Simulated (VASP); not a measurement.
Input of a VASP 6.6.1 run:

File INCAR:

```
SYSTEM = Sc
PREC = Accurate ; ENCUT = 520
EDIFF = 1E-6 ; ISMEAR = 0
SIGMA = 0.02 ; LREAL = .FALSE.
LASPH = .TRUE. ; NELM = 100
ALGO = Normal ; ISIF = 2
LWAVE = .FALSE. ; LCHARG = .FALSE.
GGA = PS ; NBANDS = 18
```

Contents of KPOINTS:

```
regular mesh
0
G
  15 15 8
  0 0 0
```

POSCAR

```
Sc
1.0
    3.2476261701      0.0000000000      0.0000000000
   -1.6238130851      2.8125267653      0.0000000000
    0.0000000000      0.0000000000      5.1754932264
Sc
2
Direct
    0.3333333333      0.6666666667      0.2500000000
    0.6666666667      0.3333333333      0.7500000000
```

Potentials or basis: VASP PAW PBE potentials, release 64 (Sc_sv).

Command:

```console
$ cat potpaw_PBE.64/Sc_sv/POTCAR > POTCAR
$ mpirun -np 1 vasp_std > vasp.out
```

(1) Estimate the pressure.

(2) Predict the band gap on the k mesh.

Answers

(1) 0.0 GPa.

(2) zero (band 11 reaches 4.74 eV, above the bottom of band 12 at 3.29 eV).

Caveat: the PAW data sets were made with another functional, which shifts forces and pressure a little.
